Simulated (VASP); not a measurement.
# Al3Si2N3 in VASP: further runs, part 2 of 2

VASP 6.6.1.

## Step 5: Relaxation of cell and atoms, PBE

This run uses another cell than the first one, of 12.92 Å³/atom.

Input file INCAR:

```
  PREC = Accurate
  ENCUT = 600
  EDIFF = 1E-6
  ISMEAR = 0
  SIGMA = 0.2
  LREAL = F
  LASPH = T
  NELM = 60
  ALGO = Normal
  ISIF = 3
  LWAVE = F
  LCHARG = F
  GGA = PE
  IBRION = 2
  NSW = 36
  EDIFFG = -0.08
```

Input file KPOINTS:

```
Automatic mesh
0
Gamma
  5 5 2
```

Input file POSCAR:

```
Al3Si2N3
1.0
    3.3200000000      0.0000000000      0.0000000000
    0.0000000000      3.3200000000      0.0000000000
    0.0000000000      0.0000000000      9.3800000000
Al Si N
3 2 3
Direct
    0.5000000000      0.5000000000      0.2500000000
    0.0000000000      0.0000000000      0.5000000000
    0.5000000000      0.5000000000      0.7500000000
    0.0000000000      0.0000000000      0.0000000000
    0.5000000000      0.0000000000      0.1250000000
    0.0000000000      0.5000000000      0.3750000000
    0.5000000000      0.0000000000      0.6250000000
    0.0000000000      0.5000000000      0.8750000000
```

Started as:

```sh
$ cat potpaw_PBE.64/Al/POTCAR potpaw_PBE.64/Si/POTCAR potpaw_PBE.64/N/POTCAR > POTCAR
$ mpirun -np 1 vasp_std > vasp.out
```

Wall time 3.7 min (1 thread of Intel Xeon 6975P-C (Granite Rapids), shared host); peak memory 0.25 GiB.

The run converged. Its results:

* Free energy: -52.7793 eV
* Relaxed volume: 12.58 Å³/atom
* Relaxed cell: a = 3.373 Å, b = 3.145 Å, c = 9.485 Å, α = 90.00°, β = 90.00°, γ = 90.00°
* Space group after relaxing (to 0.1 Å): Pmm2 (No. 25)
* Energy gained by relaxing: 491.7 meV/atom
* Ionic steps: 12
* Pressure after relaxing: 0.1 GPa
* Largest force after relaxing: 0.055 eV/Å
* Band gap on the k mesh: zero (bands 16 and 17 overlap by 0.68 eV)

Forces on the atoms (eV/Å):
```
Al   0.000  0.000 -0.004
Al   0.000  0.000  0.049
Al   0.000  0.000 -0.011
Si   0.000  0.000 -0.055
Si   0.000  0.000  0.039
N    0.000  0.000 -0.034
N    0.000  0.000  0.049
N    0.000  0.000 -0.035
```

Stress tensor (GPa, compression positive):
```
0.25 0.00 0.00
0.00 0.09 0.00
0.00 0.00 0.06
```

The path:
```csv
step,energy change (eV),largest force (eV/Å),pressure (GPa),volume (Å³)
1,0.0000,9.0034,7.73,103.39
2,-2.4923,2.6741,-11.03,113.01
3,-2.6022,2.3586,-8.94,111.18
4,-3.5151,2.1341,-0.35,101.55
5,-3.5338,2.1992,1.67,100.10
6,-3.8630,1.1288,3.12,98.86
7,-3.8652,1.0922,3.29,98.75
8,-3.9108,0.4680,-2.25,102.13
9,-3.9266,0.2385,-0.49,100.97
10,-3.9319,0.1264,0.05,100.63
11,-3.9322,0.1549,0.21,100.54
12,-3.9339,0.0545,0.13,100.64
```

Final structure:
```
CELL_PARAMETERS angstrom
3.37335 0.00000 0.00000
0.00000 3.14517 0.00000
0.00000 0.00000 9.48540
ATOMIC_POSITIONS crystal
Al 0.50000 0.50000 0.30387
Al 0.00000 0.00000 0.51678
Al 0.50000 0.50000 0.73906
Si 0.00000 0.00000 0.95460
Si 0.50000 0.00000 0.10850
N 0.00000 0.50000 0.40619
N 0.50000 0.00000 0.62555
N 0.00000 0.50000 0.84545
```

Levels at points of the mesh, in eV from the Fermi level:
```
           k point  band 14  band 15  band 16  band 17  band 18  band 19
(0.00, 0.00, 0.00)    -2.99    -1.49    -0.71     0.78     1.00     1.78
(0.00, 0.00, 0.50)    -3.80    -0.73    -0.72    -0.03     1.38     1.77
```

Caveat: the k points lie up to 0.40 Å⁻¹ apart in the final cell, too coarse for converged energies and pressures of a metal; the relaxation stopped at a loose force limit of 0.08 eV/Å, so its end isn't a converged minimum.

## Step 6: Single point, PBE

Input file INCAR:

```
ALGO = Normal
EDIFF = 1E-7
ENCUT = 520
GGA = PE
ISIF = 2
ISMEAR = 0
LASPH = T
LCHARG = F
LREAL = F
LWAVE = F
NBANDS = 26
NELM = 60
PREC = Accurate
SIGMA = 0.1
```

Input file KPOINTS:

```
k-points
0
Gamma
  10 10 4
```

Input file POSCAR:

```
Al3Si2N3
1.0
    3.1107169852      0.0000000000      0.0000000000
    0.0000000000      3.3684715925      0.0000000000
    0.0000000000      0.0000000000      9.6208110300
Al Si N
3 2 3
Direct
    0.5000000000      0.5000000000      0.6937503788
    0.0000000000      0.0000000000      0.4819647379
    0.5000000000      0.5000000000      0.2606371068
    0.0000000000      0.0000000000      0.0474685521
    0.0000000000      0.5000000000      0.8929725597
    0.5000000000      0.0000000000      0.5940136564
    0.0000000000      0.5000000000      0.3740717110
    0.5000000000      0.0000000000      0.1551212972
```

Potentials or basis: VASP PAW PBE potentials, release 64 (Al, Si, N).

Started as:

```sh
$ cat potpaw_PBE.64/Al/POTCAR potpaw_PBE.64/Si/POTCAR potpaw_PBE.64/N/POTCAR > POTCAR
$ mpirun -np 1 vasp_std > vasp.out
```

OUTCAR:

```text
EDIFF = 1E-7
   ENCUT = 520
   GGA = PE
   ISIF = 2
   ISMEAR = 0
   LASPH = T
   LREAL = F
   NELM = 60
   PREC = Accurate

 ion  position               nearest neighbor table
   1  0.500  0.500  0.694-   6 1.94   6 1.94   5 2.47   5 2.47   2 3.07   2 3.07   2 3.07   2 3.07

   2  0.000  0.000  0.482-   6 1.89   6 1.89   7 1.98   7 1.98   1 3.07   1 3.07   1 3.07   1 3.07
                             3 3.13   3 3.13   3 3.13   3 3.13
   3  0.500  0.500  0.261-   7 1.90   7 1.90   8 1.97   8 1.97   4 3.08   4 3.08   4 3.08   4 3.08
                             2 3.13   2 3.13   2 3.13   2 3.13
   4  0.000  0.000  0.047-   8 1.87   8 1.87   5 2.25   5 2.25   3 3.08   3 3.08   3 3.08   3 3.08

   5  0.000  0.500  0.893-   4 2.25   4 2.25   1 2.47   1 2.47
   6  0.500  0.000  0.594-   2 1.89   2 1.89   1 1.94   1 1.94
   7  0.000  0.500  0.374-   3 1.90   3 1.90   2 1.98   2 1.98
   8  0.500  0.000  0.155-   4 1.87   4 1.87   3 1.97   3 1.97

  LATTYP: Found a simple orthorhombic cell.
 ALAT       =     3.1107169852
 B/A-ratio  =     1.0828601922
 C/A-ratio  =     3.0927953510

  Lattice vectors:

 A1 = (   3.1107169852,   0.0000000000,   0.0000000000)
 A2 = (   0.0000000000,   3.3684715925,   0.0000000000)
 A3 = (   0.0000000000,   0.0000000000,   9.6208110300)

Analysis of symmetry for initial positions (statically):
=====================================================================
 Subroutine PRICEL returns:
 Original cell was already a primitive cell.

 Routine SETGRP: Setting up the symmetry group for a
 simple orthorhombic supercell.

 Subroutine GETGRP returns: Found  4 space group operations
 (whereof  4 operations were pure point group operations)
 out of a pool of  8 trial point group operations.

The static configuration has the point symmetry C_2v.

Analysis of symmetry for dynamics (positions and initial velocities):
=====================================================================
 Subroutine PRICEL returns:
[... 146 lines left out ...]
   GGA     = PE    functional components
   LHFCALC =     F    Hartree Fock is set to
   AEXX    =    0.0000 exact exchange contribution
   IVDW    =     0    specifies the selected vdW correction
   LEPSILON=     F    determine dielectric tensor
   LRPA    =     F    only Hartree local field effects (RPA)
 non-spin polarized calculation
 Gauss-broadening in eV      SIGMA  =   0.10
  energy-cutoff  :      520.00
  volume of cell :      100.81
 maximum number of plane-waves:      2756
 NGX is ok and might be reduce to    24
   NGX = 11   NGY = 13   NGZ = 35

 number of electron      31.9999997 magnetization

 Free energy of the ion-electron system (eV)
  ---------------------------------------------------
  ext. energy  EPLUGINS =         0.00000000
  ---------------------------------------------------
  free energy    TOTEN  =       -52.75954044 eV

  energy without entropy =      -52.75389171  energy(sigma->0) =      -52.75671608

 E-fermi :   8.9106     XC(G=0): -10.5299

 val. band max:        8.8884756774   @ k =   0.1000   0.0000   0.2500
 cond. band min:       8.9162639366   @ k =   0.0000   0.0000   0.2500
 fundamental gap:      0.0277882593
 Fermi energy:         8.9106205222

 k-point     1 :       0.0000    0.0000    0.0000
  band No.  band energies     occupation
      1      -9.7981      2.00000
      2      -8.7179      2.00000
      3      -7.4842      2.00000
      4      -3.0268      2.00000
      5       0.2115      2.00000
      6       2.3851      2.00000
[... 685 lines left out ...]
     25      15.1774      0.00000
     26      15.2895      0.00000

 [... further k-points ...]

------------------------ aborting loop because EDIFF is reached ----------------------------------------

  FORCE on cell =-STRESS in cart. coord.  units (eV):
  Direction    XX          YY          ZZ          XY          YZ          ZX
  --------------------------------------------------------------------------------------
  -------------------------------------------------------------------------------------
  Total       -0.0965318     -0.1482691     -0.1240005      0.0000000      0.0000000      0.0000000
  in kB       -1.5341788     -2.3564387     -1.9707378      0.0000000      0.0000000      0.0000000
  external PRESSURE =      -1.9537851 kB  Pullay stress =       0.0000000 kB

 VOLUME and BASIS-vectors are now :
 -----------------------------------------------------------------------------
  energy-cutoff  :      520.00
  volume of cell :      100.81
      direct lattice vectors                 reciprocal lattice vectors
     3.110716985  0.000000000  0.000000000     0.321469296  0.000000000  0.000000000
     0.000000000  3.368471593  0.000000000     0.000000000  0.296870546  0.000000000
     0.000000000  0.000000000  9.620811030     0.000000000  0.000000000  0.103941341

 POSITION                                       TOTAL-FORCE (eV/Angst)
 -----------------------------------------------------------------------------------
      1.55536      1.68424      6.67444         0.000000      0.000000      0.001354
      0.00000      0.00000      4.63689         0.000000      0.000000      0.000876
      1.55536      1.68424      2.50754         0.000000      0.000000      0.002443
      0.00000      0.00000      0.45669         0.000000      0.000000     -0.010312
      0.00000      1.68424      8.59112         0.000000      0.000000      0.005943
      1.55536      0.00000      5.71489         0.000000      0.000000     -0.004855
      0.00000      1.68424      3.59887         0.000000      0.000000     -0.002270
      1.55536      0.00000      1.49239         0.000000      0.000000      0.006821
 -----------------------------------------------------------------------------------
    total drift:                                0.000000      0.000000     -0.000071

  FREE ENERGIE OF THE ION-ELECTRON SYSTEM (eV)
  ---------------------------------------------------
  free  energy   TOTEN  =       -52.7595404386 eV

  energy  without entropy=      -52.7538917137  energy(sigma->0) =      -52.75671608
```

It took 2.4 min on 1 thread of Intel Xeon 6975P-C (Granite Rapids), shared host; peak memory 0.36 GiB.

Results:

- Free energy: -52.7595 eV
- Pressure: -0.2 GPa
- Largest force: 0.010 eV/Å
- Band gap on the k mesh: zero (bands 16 and 17 overlap by 1.29 eV)

Forces on the atoms (eV/Å):
```
Al   0.000  0.000  0.001
Al   0.000  0.000  0.001
Al   0.000  0.000  0.002
Si   0.000  0.000 -0.010
Si   0.000  0.000  0.006
N    0.000  0.000 -0.005
N    0.000  0.000 -0.002
N    0.000  0.000  0.007
```

## Step 7: Summary

```tsv
task	cell	k mesh	cutoff (eV)	smearing	gap on the mesh (eV)	pressure (GPa)	largest force (eV/Å)
single point	a = 3.378, b = 3.152, c = 9.474 Å, 8 atoms, atomic positions A	5 × 5 × 2	520	gaussian 0.2 eV	none	-0.1	0.01
single point	a = 3.109, b = 3.374, c = 9.619 Å, 8 atoms, atomic positions B	8 × 6 × 2	520	gaussian 0.2 eV	none	-0.2	0.02
single point	a = 3.111, b = 3.368, c = 9.621 Å, 8 atoms, atomic positions B	8 × 6 × 2	520	gaussian 0.2 eV	none	-0.1	0.09
relaxation of cell and atoms	relaxed from a = 3.320, b = 3.320, c = 9.380 Å, 8 atoms, atomic positions C	5 × 5 × 2	600	gaussian 0.2 eV	none	0.1	0.05
single point	a = 3.111, b = 3.368, c = 9.621 Å, 8 atoms, atomic positions B	10 × 10 × 4	520	gaussian 0.1 eV	none	-0.2	0.01
```

Alike in all rows: level PBE; potentials or basis VASP PAW PBE potentials, release 64 (Al, Si, N); no spin polarisation.

Caveats: some runs use coarse meshes; the relaxation stopped at a loose force limit of 0.08 eV/Å, so its end isn't a converged minimum (at least some runs).

Total energies depend on the potentials used, so only differences within one code and one set of settings carry meaning.
